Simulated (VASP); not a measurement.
A run of VASP 6.6.1 is set up as follows.

INCAR

```
SYSTEM = Mg3O4
PREC = Accurate ; ENCUT = 520
EDIFF = 1E-6 ; ISMEAR = 0
SIGMA = 0.05 ; LREAL = .False.
LASPH = .True. ; NELM = 150
ALGO = Normal ; ISIF = 2
LWAVE = .False. ; LCHARG = .False.
ISPIN = 2 ; MAGMOM = 0 0 0 0 0 0 2
LORBIT = 11 ; LDIPOL = .True.
IDIPOL = 3 ; DIPOL = 0.5 0.5 0.337
GGA = PE ; NBANDS = 28
```

KPOINTS

```
regular mesh
0
Gamma
  9 9 1
  0 0 0
```

File POSCAR:

```
Mg3O4
1.0
    3.0085896345      0.0000000000      0.0000000000
    0.0000000000      3.0085896345      0.0000000000
    0.0000000000      0.0000000000     19.7799623498
Mg O
3 4
Direct
    0.5000000000      0.5000000000      0.2022248541
    0.0000000000      0.0000000000      0.3100331121
    0.5000000000      0.5000000000      0.4161289127
    0.0000000000      0.0000000000      0.2022248541
    0.5000000000      0.5000000000      0.3095409237
    0.0000000000      0.0000000000      0.4186035445
    0.0000000000      0.5000000000      0.5003006068
```

Potentials or basis: VASP PAW PBE potentials, release 64 (Mg, O).

Run with:

```bash
$ cat potpaw_PBE.64/Mg/POTCAR potpaw_PBE.64/O/POTCAR > POTCAR
$ mpirun -np 1 vasp_std > vasp.out
```

(1) What does it give for the band gap on the k mesh?

(2) Predict the largest force.

Results:

(1) 0.14 eV.

(2) 2.090 eV/Å.

Caveat: semilocal functionals underestimate gaps, and a narrow one can read as zero.
